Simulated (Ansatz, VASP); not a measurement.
**CuNi5 in VASP and in Ansatz**

```
Cu Ni
1.0
     2.49120    0.00000    0.00000
    -1.24560    2.15744    0.00000
     0.00000    0.00000   24.70795
Cu Ni
2 10
Direct
  0.66667 0.33333 0.00000
  0.66667 0.33333 0.50000
  0.33333 0.66667 0.41483
  0.33333 0.66667 0.91483
  0.33333 0.66667 0.08517
  0.33333 0.66667 0.58517
  0.33333 0.66667 0.25000
  0.33333 0.66667 0.75000
  0.66667 0.33333 0.16744
  0.66667 0.33333 0.66744
  0.66667 0.33333 0.33256
  0.66667 0.33333 0.83256
```

Alike in both runs: task single point; functional PBE; k mesh 12 × 12 × 1; occupations gaussian, width 0.2 eV; collinear spin.

|  | VASP | Ansatz |
| --- | --- | --- |
| version | VASP 6.6.1 | Ansatz 0.2.0 |
| potentials or method | VASP PAW PBE potentials, release 64 (Cu, Ni), cutoff 520 eV | scalar-relativistic, plane waves, PAW |
| valence electrons in the cell | 122 | 218 |

```csv
,VASP,Ansatz,Ansatz less VASP
gap on the k mesh at the Fermi level (eV),none,none,-
pressure (GPa),0.6,0.5,-0.09
"traceless stress, the component that is largest in VASP (GPa)",-0.72,-0.72,+0.002
rms of the force components (eV/Å),0.010,0.007,-0.0024
net moment per atom (μB),0.51,0.53,+0.012
size of the moment on the site where the two differ most (μB),0.68,0.72,+0.042
```

Site moments also hang on the region over which each program counts them. Atom by atom the forces differ by 0.003 eV/Å (rms over components). A gap of «none» marks a metal or a gap that the smearing closes. VASP's potentials hold 122 valence electrons a cell and Ansatz's 218, so a difference there can come from the potentials and not from the codes.
